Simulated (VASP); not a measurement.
# Se (P3_121) in VASP: further runs, part 2 of 2

VASP 6.6.1. The steps go on from the part before.

### Step 3. Single point, LDA (volume scaled by 0.94)

File INCAR:

```
SYSTEM = Se
ALGO = Normal
EDIFF = 1E-7
ENCUT = 520
ISIF = 2
ISMEAR = -1
LASPH = .TRUE.
LCHARG = .TRUE.
LELF = .TRUE.
LREAL = .FALSE.
LVHAR = .TRUE.
LWAVE = .FALSE.
NBANDS = 16
NELM = 60
PREC = Accurate
SIGMA = 0.05
```

File KPOINTS:

```
k-points
0
G
  7 7 6
  0 0 0
```

File POSCAR:

```
Se
1.0
    4.2770688679      0.0000000000      0.0000000000
   -2.1385344339      3.7040502933      0.0000000000
    0.0000000000      0.0000000000      4.8524777481
Se
3
Direct
    0.7746000000      0.7746000000      0.0000000000
    0.0000000000      0.2254000000      0.6666666667
    0.2254000000      0.0000000000      0.3333333333
```

Potentials or basis: VASP PAW LDA potentials, release 64 (Se).

The run is started by

```console
$ cat potpaw_LDA.64/Se/POTCAR > POTCAR
$ mpirun -np 1 vasp_std > vasp.out
```

OUTCAR:

```text
SYSTEM = Se
   EDIFF = 1E-7
   ENCUT = 520
   ISIF = 2
   ISMEAR = -1
   LASPH = .TRUE.
   LREAL = .FALSE.
   NELM = 60
   PREC = Accurate

 ion  position               nearest neighbor table
   1  0.775  0.775  0.000-   2 2.32   3 2.32
   2  0.000  0.225  0.667-   1 2.32   3 2.32
   3  0.225  0.000  0.333-   1 2.32   2 2.32

  LATTYP: Found a hexagonal cell.
 ALAT       =     4.2770688679
 C/A-ratio  =     1.1345334616

  Lattice vectors:

 A1 = (   4.2770688679,   0.0000000000,   0.0000000000)
 A2 = (  -2.1385344339,   3.7040502933,   0.0000000000)
 A3 = (   0.0000000000,   0.0000000000,   4.8524777481)

Analysis of symmetry for initial positions (statically):
=====================================================================
 Subroutine PRICEL returns:
 Original cell was already a primitive cell.

 Routine SETGRP: Setting up the symmetry group for a
 hexagonal supercell.

 Subroutine GETGRP returns: Found  6 space group operations
 (whereof  2 operations were pure point group operations)
 out of a pool of 24 trial point group operations.

The static configuration has the point symmetry C_2 .
 The point group associated with its full space group is D_3 .

Analysis of symmetry for dynamics (positions and initial velocities):
=====================================================================
 Subroutine PRICEL returns:
 Original cell was already a primitive cell.

 Routine SETGRP: Setting up the symmetry group for a
 hexagonal supercell.

 Subroutine GETGRP returns: Found  6 space group operations
 (whereof  2 operations were pure point group operations)
 out of a pool of 24 trial point group operations.

The dynamic configuration has the point symmetry C_2 .
 The point group associated with its full space group is D_3 .

 Subroutine INISYM returns: Found  6 space group operations
 (whereof  2 operations are pure point group operations),
 and found     1 'primitive' translations

----------------------------------------------------------------------------------------

                                     Primitive cell

  volume of cell :      76.8753

  direct lattice vectors                    reciprocal lattice vectors
     4.277068868  0.000000000  0.000000000     0.233804980  0.134987368  0.000000000
    -2.138534434  3.704050293  0.000000000     0.000000000  0.269974736  0.000000000
     0.000000000  0.000000000  4.852477748     0.000000000  0.000000000  0.206080286

  length of vectors
     4.277068868  4.277068868  4.852477748     0.269974736  0.269974736  0.206080286

  position of ions in fractional coordinates (direct lattice)
     0.774600000  0.774600000  0.000000000
     0.000000000  0.225400000  0.666666667
     0.225400000  0.000000000  0.333333333

  ion indices of the primitive-cell ions
   primitive index   ion index
                 1           1
                 2           2
                 3           3

----------------------------------------------------------------------------------------

 KPOINTS: k-points

Automatic generation of k-mesh.
 Grid dimensions read from file:
 generate k-points for:    7    7    6

 Generating k-lattice:

  Cartesian coordinates                     Fractional coordinates (reciprocal lattice)
     0.033400711  0.019283910  0.000000000     0.142857143  0.000000000  0.000000000
     0.000000000  0.038567819  0.000000000     0.000000000  0.142857143  0.000000000
     0.000000000  0.000000000  0.034346714     0.000000000  0.000000000  0.166666667

  Length of vectors
     0.038567819  0.038567819  0.034346714

  Shift w.r.t. Gamma in fractional coordinates (k-lattice)
     0.000000000  0.000000000  0.000000000

 Subroutine IBZKPT returns following result:
 ===========================================

 Found     40 irreducible k-points:

 Following reciprocal coordinates:
            Coordinates               Weight
  0.000000  0.000000  0.000000      1.000000
  0.142857  0.000000  0.000000      6.000000
  0.285714 -0.000000  0.000000      6.000000
  0.428571  0.000000  0.000000      6.000000
  0.142857  0.142857  0.000000      6.000000
  0.285714  0.142857  0.000000     12.000000
[... 16 lines left out ...]
  0.000000  0.142857  0.333333      6.000000
  0.285714 -0.000000  0.333333      6.000000
 [... further k-points ...]
   k-points           NKPTS =     40   k-points in BZ     NKDIM =     40   number of bands    NBANDS=     16
   number of dos      NEDOS =    301   number of ions     NIONS =      3
   total plane-waves  NPLWV =  36864
   dimension x,y,z NGX =    32 NGY =   32 NGZ =   36
   dimension x,y,z NGXF=    64 NGYF=   64 NGZF=   72
   ions per type =               3
   NGX,Y,Z   is equivalent  to a cutoff of  12.44, 12.44, 12.33 a.u.
   NGXF,Y,Z  is equivalent  to a cutoff of  24.88, 24.88, 24.67 a.u.
 SYSTEM =  Se
   PREC   = accura    normal or accurate (medium, high low for compatibility)
   ISTART =      0    job   : 0-new  1-cont  2-samecut
   ICHARG =      2    charge: 1-file 2-atom 10-const
   ISPIN  =      1    spin polarized calculation?
   LNONCOLLINEAR =      F non collinear calculations
   LSORBIT =      F    spin-orbit coupling
   LASPH  =      T    aspherical Exc in radial PAW
   ENCUT  =  520.0 eV  38.22 Ry    6.18 a.u.   7.95  7.95  9.02*2*pi/ulx,y,z
   NELM   =     60;   NELMIN=  2; NELMDL= -5     # of ELM steps
   EDIFF  = 0.1E-06   stopping-criterion for ELM
   LREAL  =      F    real-space projection
   EDIFFG = 0.1E-05   stopping-criterion for IOM
   NSW    =      0    number of steps for IOM
   IBRION =     -1    ionic relax: 0-MD 1-quasi-New 2-CG
   NFREE  =      0    steps in history (QN), initial steepest desc. (CG)
   ISIF   =      2    stress and relaxation
   ISYM   =      2    0-nonsym 1-usesym 2-fastsym
   POTIM  = 0.5000    time-step for ionic-motion
   TEBEG  =    0.0;   TEEND  =   0.0 temperature during run
   PSTRESS=    0.0 pullay stress
   NELECT =      18.0000    total number of electrons
   NUPDOWN=      -1.0000    fix difference up-down
   EMIN   =  10.00;   EMAX   =-10.00  energy-range for DOS
   EFERMI =   0.00;   METHOD = LEGACY
   ISMEAR =    -1;   SIGMA  =   0.05  broadening in eV -4-tet -1-fermi 0-gaus
   EFERMI_NEDOS =   21; number of points for ismear=-14 and -15
   IALGO  =     38    algorithm
   IMIX   =      4    mixing-type and parameters
     AMIX     =   0.40;   BMIX     =  1.00
     AMIX_MAG =   1.60;   BMIX_MAG =  1.00
  volume/ion in A,a.u.               =      25.63       172.93
  Fermi-wavevector in a.u.,A,eV,Ry     =   1.009029  1.906787 13.852616  1.018139
  Thomas-Fermi vector in A             =   2.141932
   LORBIT       =      0    0 simple, 1 ext, 2 COOP (PROOUT), +10 PAW based schemes
   GGA     = CA    functional components
   LHFCALC =     F    Hartree Fock is set to
   AEXX    =    0.0000 exact exchange contribution
   IVDW    =     0    specifies the selected vdW correction
   LEPSILON=     F    determine dielectric tensor
   LRPA    =     F    only Hartree local field effects (RPA)
 non-spin polarized calculation
  energy-cutoff  :      520.00
  volume of cell :       76.88
 maximum number of plane-waves:      2086
   NGX = 15   NGY = 15   NGZ = 19

 number of electron      17.9999999 magnetization

 Free energy of the ion-electron system (eV)
  ---------------------------------------------------
  ext. energy  EPLUGINS =         0.00000000
  ---------------------------------------------------
  free energy    TOTEN  =       -12.29944106 eV

  energy without entropy =      -12.29943994  energy(sigma->0) =      -12.29944050

 E-fermi :   3.8894     XC(G=0):  -9.4401

 val. band max:        3.3529790550   @ k =   0.4286   0.1429   0.5000
 cond. band min:       4.3843059624   @ k =   0.0000   0.0000   0.5000
 fundamental gap:      1.0313269074
 Fermi energy:         3.8894086517

 k-point     1 :       0.0000    0.0000    0.0000
  band No.  band energies     occupation
      1     -13.0814      2.00000
      2      -8.6026      2.00000
      3      -8.6026      2.00000
      4      -0.7748      2.00000
      5      -0.7005      2.00000
      6      -0.7005      2.00000
[... 8 lines left out ...]
     15       9.4884      0.00000
     16      11.5891      0.00000
[... 419 lines left out ...]
 k-point    24 :       0.2857   -0.0000    0.3333
  band No.  band energies     occupation
      1     -12.2422      2.00000
      2     -10.7345      2.00000
      3      -7.1340      2.00000
      4      -2.2174      2.00000
      5      -1.4587      2.00000
      6      -0.5188      2.00000
[... 8 lines left out ...]
     15      10.7981      0.00000
     16      11.5047      0.00000

 [... further k-points ...]

------------------------ aborting loop because EDIFF is reached ----------------------------------------

  FORCE on cell =-STRESS in cart. coord.  units (eV):
  Direction    XX          YY          ZZ          XY          YZ          ZX
  --------------------------------------------------------------------------------------
  -------------------------------------------------------------------------------------
  Total        0.7782962      0.7782962      2.6093088      0.0000000      0.0000000      0.0000000
  in kB       16.2206703     16.2206703     54.3812755      0.0000000      0.0000000      0.0000000
  external PRESSURE =      28.9408721 kB  Pullay stress =       0.0000000 kB

 VOLUME and BASIS-vectors are now :
 -----------------------------------------------------------------------------
  energy-cutoff  :      520.00
  volume of cell :       76.88
      direct lattice vectors                 reciprocal lattice vectors
     4.277068868  0.000000000  0.000000000     0.233804980  0.134987368  0.000000000
    -2.138534434  3.704050293  0.000000000     0.000000000  0.269974736  0.000000000
     0.000000000  0.000000000  4.852477748     0.000000000  0.000000000  0.206080286

 POSITION                                       TOTAL-FORCE (eV/Angst)
 -----------------------------------------------------------------------------------
      1.65651      2.86916      0.00000        -0.477236     -0.826596     -0.000000
     -0.48203      0.83489      3.23499        -0.477236      0.826596      0.000000
      0.96405      0.00000      1.61749         0.954471     -0.000000     -0.000000
 -----------------------------------------------------------------------------------
    total drift:                                0.000000      0.000000     -0.000000

  FREE ENERGIE OF THE ION-ELECTRON SYSTEM (eV)
  ---------------------------------------------------
  free  energy   TOTEN  =       -12.2994410613 eV

  energy  without entropy=      -12.2994399387  energy(sigma->0) =      -12.29944050
```

stdout:

```text
POSCAR found type information on POSCAR Se
 POSCAR found :  1 types and       3 ions
 scaLAPACK will be used
 LDA part: xc-table for (Slater(with rela. corr.)+CA(PZ))
 , standard interpolation
 POSCAR, INCAR and KPOINTS ok, starting setup
 FFT: planning ... GRIDC
 FFT: planning ... GRID_SOFT
 FFT: planning ... GRID
 WAVECAR not read
 entering main loop
```

It took 43 s on 1 thread of AMD EPYC 7R43 (Zen 3), shared host; peak memory 0.13 GiB.

Results:

| Property | Result |
| --- | --- |
| Free energy | -12.2994 eV |
| Pressure | 2.9 GPa |
| Largest force | 0.954 eV/Å |
| Band gap on the k mesh | 1.03 eV, indirect (least direct gap 1.47 eV) |

Forces on the atoms (eV/Å):
```
Se  -0.477 -0.827  0.000
Se  -0.477  0.827  0.000
Se   0.954  0.000  0.000
```

Caveat: the cell differs from its parent crystal (volume scaled by 0.94). A k mesh can miss the band edges.

### Step 4. Single point, LDA

This run uses another cell than the first one, of 27.26 Å³/atom, 1.089 times its volume.

File INCAR:

```
SYSTEM = Se
ALGO = Normal
EDIFF = 1E-7
ENCUT = 520
ISIF = 2
ISMEAR = -1
LASPH = .True.
LCHARG = .False.
LREAL = .False.
LWAVE = .False.
NBANDS = 16
NELM = 60
PREC = Accurate
SIGMA = 0.05
```

File KPOINTS:

```
k-points
0
Gamma
  7 7 6
  0 0 0
```

File POSCAR:

```
Se
1.0
    4.3662000000      0.0000000000      0.0000000000
   -2.1831000000      3.7812401180      0.0000000000
    0.0000000000      0.0000000000      4.9536000000
Se
3
Direct
    0.7746000000      0.7746000000      0.0000000000
    0.0000000000      0.2254000000      0.6666666667
    0.2254000000      0.0000000000      0.3333333333
```

The run is started by

```console
$ cat potpaw_LDA.64/Se/POTCAR > POTCAR
$ mpirun -np 1 vasp_std > vasp.out
```

It took 43 s on 1 thread of AMD EPYC 7R43 (Zen 3), shared host; peak memory 0.15 GiB.

Results (log left out):

```yaml
Free_energy: -12.3242 eV
Pressure: -1.1 GPa
Largest_force: 0.263 eV/Å
Band_gap_on_the_k_mesh: 1.09 eV, indirect (least direct gap 1.39 eV)
```

Forces on the atoms (eV/Å):
```
Se  -0.131 -0.228  0.000
Se  -0.131  0.228  0.000
Se   0.263  0.000  0.000
```

Stress tensor (GPa, compression positive):
```
-1.55  0.00  0.00
 0.00 -1.55  0.00
 0.00  0.00 -0.10
```

Levels at points of the mesh, in eV from the valence-band top:
| k point | band 7 | band 8 | band 9 | band 10 | band 11 | band 12 |
| --- | --- | --- | --- | --- | --- | --- |
| (0.00, 0.00, 0.00) | -2.05 | -2.05 | -0.40 | 1.80 | 1.80 | 2.09 |
| (0.00, 0.00, 0.50) | -1.57 | -1.57 | -1.11 | 1.09 | 1.09 | 1.21 |

A k mesh can miss the band edges. As with any semilocal functional, this LDA gap is likely too small.

### Step 5. Single point, LDA (volume scaled by 1.02)

File INCAR:

```
  PREC = Accurate
  ENCUT = 520
  EDIFF = 1E-6
  ISMEAR = -1
  SIGMA = 0.05
  LREAL = False
  LASPH = True
  NELM = 100
  ALGO = Normal
  ISIF = 2
  LWAVE = False
  LCHARG = False
  NBANDS = 16
```

File KPOINTS:

```
regular mesh
0
Gamma
  7 7 6
```

File POSCAR:

```
Se
1.0
    4.3951160745      0.0000000000      0.0000000000
   -2.1975580372      3.8062821731      0.0000000000
    0.0000000000      0.0000000000      4.9864062541
Se
3
Direct
    0.7746000000      0.7746000000      0.0000000000
    0.0000000000      0.2254000000      0.6666666667
    0.2254000000      0.0000000000      0.3333333333
```

Potentials or basis: VASP PAW LDA potentials, release 64 (Se).

The run is started by

```console
$ cat potpaw_LDA.64/Se/POTCAR > POTCAR
$ mpirun -np 1 vasp_std > vasp.out
```

OUTCAR:

```text
PREC = Accurate
   ENCUT = 520
   EDIFF = 1E-6
   ISMEAR = -1
   LREAL = False
   LASPH = True
   NELM = 100
   ISIF = 2

 ion  position               nearest neighbor table
   1  0.775  0.775  0.000-   2 2.39   3 2.39
   2  0.000  0.225  0.667-   1 2.39   3 2.39
   3  0.225  0.000  0.333-   1 2.39   2 2.39

  LATTYP: Found a hexagonal cell.
 ALAT       =     4.3951160745
 C/A-ratio  =     1.1345334616

  Lattice vectors:

[... 648 lines left out ...]

  FORCE on cell =-STRESS in cart. coord.  units (eV):
  Direction    XX          YY          ZZ          XY          YZ          ZX
  --------------------------------------------------------------------------------------
  -------------------------------------------------------------------------------------
  Total       -1.2458919     -1.2458919     -0.8206472     -0.0000000      0.0000000     -0.0000000
  in kB      -23.9294087    -23.9294087    -15.7618821     -0.0000000      0.0000000     -0.0000000
  external PRESSURE =     -21.2068998 kB  Pullay stress =       0.0000000 kB

 VOLUME and BASIS-vectors are now :
 -----------------------------------------------------------------------------
  energy-cutoff  :      520.00
  volume of cell :       83.42
      direct lattice vectors                 reciprocal lattice vectors
     4.395116074  0.000000000  0.000000000     0.227525276  0.131361780  0.000000000
    -2.197558037  3.806282173  0.000000000     0.000000000  0.262723559  0.000000000
     0.000000000  0.000000000  4.986406254     0.000000000  0.000000000  0.200545232

 POSITION                                       TOTAL-FORCE (eV/Angst)
 -----------------------------------------------------------------------------------
      1.70223      2.94835      0.00000        -0.031862     -0.055187     -0.000000
     -0.49533      0.85794      3.32427        -0.031862      0.055187     -0.000000
      0.99066      0.00000      1.66214         0.063725      0.000000      0.000000
 -----------------------------------------------------------------------------------
    total drift:                                0.000002      0.000003     -0.000000

  FREE ENERGIE OF THE ION-ELECTRON SYSTEM (eV)
  ---------------------------------------------------
  free  energy   TOTEN  =       -12.3079067658 eV

  energy  without entropy=      -12.3079057646  energy(sigma->0) =      -12.30790627
```

stdout:

```text
POSCAR found type information on POSCAR Se
 POSCAR found :  1 types and       3 ions
 scaLAPACK will be used
 LDA part: xc-table for (Slater(with rela. corr.)+CA(PZ))
 , standard interpolation
 POSCAR, INCAR and KPOINTS ok, starting setup
 FFT: planning ... GRIDC
 FFT: planning ... GRID_SOFT
 FFT: planning ... GRID
 WAVECAR not read
 entering main loop
```

It took 46 s on 1 thread of AMD EPYC 7R43 (Zen 3), shared host; peak memory 0.15 GiB.

Results:

```yaml
Free_energy: -12.3079 eV
Pressure: -2.1 GPa
Largest_force: 0.064 eV/Å
Band_gap_on_the_k_mesh: 1.11 eV, indirect (least direct gap 1.37 eV)
```

Forces on the atoms (eV/Å):
```
Se  -0.032 -0.055  0.000
Se  -0.032  0.055  0.000
Se   0.064  0.000  0.000
```

Caveat: the cell differs from its parent crystal (volume scaled by 1.02).

### Step 6. The runs side by side

```tsv
level	potentials or basis	cell	gap on the mesh (eV)	pressure (GPa)	largest force (eV/Å)
PBE	VASP PAW PBE potentials, release 64 (Se)	a = 4.117, b = 4.117, c = 5.118 Å, angles 90.0, 90.0, 120.0°, 3 atoms	0.94	2.1	0.03
LDA	VASP PAW LDA potentials, release 64 (Se)	a = 4.277, b = 4.277, c = 4.852 Å, angles 90.0, 90.0, 120.0°, 3 atoms	1.03	2.9	0.95
LDA	VASP PAW LDA potentials, release 64 (Se)	a = 4.366, b = 4.366, c = 4.954 Å, angles 90.0, 90.0, 120.0°, 3 atoms	1.09	-1.1	0.26
LDA	VASP PAW LDA potentials, release 64 (Se)	a = 4.395, b = 4.395, c = 4.986 Å, angles 90.0, 90.0, 120.0°, 3 atoms	1.11	-2.1	0.06
```

Alike in all rows: task single point; no spin polarisation; k mesh 7 × 7 × 6; cutoff (eV) 520; smearing fermi-dirac 0.05 eV.

Absolute energies hang on the potentials; compare differences alone.
